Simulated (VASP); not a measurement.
A run of VASP 6.6.1 is set up as follows.

The input INCAR:

```
SYSTEM = Pd
PREC = Accurate ; ENCUT = 520
EDIFF = 1E-6 ; ISMEAR = -1
SIGMA = 0.05 ; LREAL = .FALSE.
LASPH = .TRUE. ; NELM = 60
ALGO = Normal ; ISIF = 2
LWAVE = .FALSE. ; LCHARG = .FALSE.
GGA = PS ; NBANDS = 11
```

KPOINTS

```
Automatic mesh
0
G
  12 12 12
  0 0 0
```

The input POSCAR:

```
Pd
1.0
   -1.5190875566      1.5190875566      1.5190875566
    1.5190875566     -1.5190875566      1.5190875566
    1.5190875566      1.5190875566     -1.5190875566
Pd
1
Direct
    0.0000000000      0.0000000000      0.0000000000
```

Potentials or basis: VASP PAW PBE potentials, release 64 (Pd).

Launch:

```sh
$ cat potpaw_PBE.64/Pd/POTCAR > POTCAR
$ mpirun -np 1 vasp_std > vasp.out
```

What does it give for the pressure?

9.6 GPa.

Estimate the band gap on the k mesh.

zero (band 5 reaches 11.18 eV, above the bottom of band 6 at 9.33 eV).

Caveat: the PAW data sets were made with another functional, which shifts forces and pressure a little.
